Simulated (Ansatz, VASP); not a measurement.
# Two plane-wave programs on WS2

```
CELL_PARAMETERS angstrom
3.15379 0.00000 0.00000
-1.57689 2.73126 0.00000
0.00000 0.00000 12.14329
ATOMIC_POSITIONS crystal
W 0.33333 0.66667 0.25000
W 0.66667 0.33333 0.75000
S 0.33333 0.66667 0.62031
S 0.66667 0.33333 0.12031
S 0.33333 0.66667 0.87969
S 0.66667 0.33333 0.37969
```

Alike in both runs: task single point; functional PBE; dispersion D3(BJ); k mesh 12 × 12 × 4; occupations gaussian, width 0.02 eV; no spin polarisation.

```csv
,VASP,Ansatz
version,VASP 6.6.1,Ansatz 0.2.0
potentials or method,"VASP PAW PBE potentials, release 64 (W_sv, S), cutoff 520 eV","scalar-relativistic, plane waves, PAW"
valence electrons in the cell,52,52
```

```csv
,VASP,Ansatz,Ansatz less VASP
gap on the k mesh at the Fermi level (eV),0.91,0.89,-0.017
least direct gap on the mesh (eV),1.84,1.83,-0.003
```

Spin-orbit coupling is off throughout.
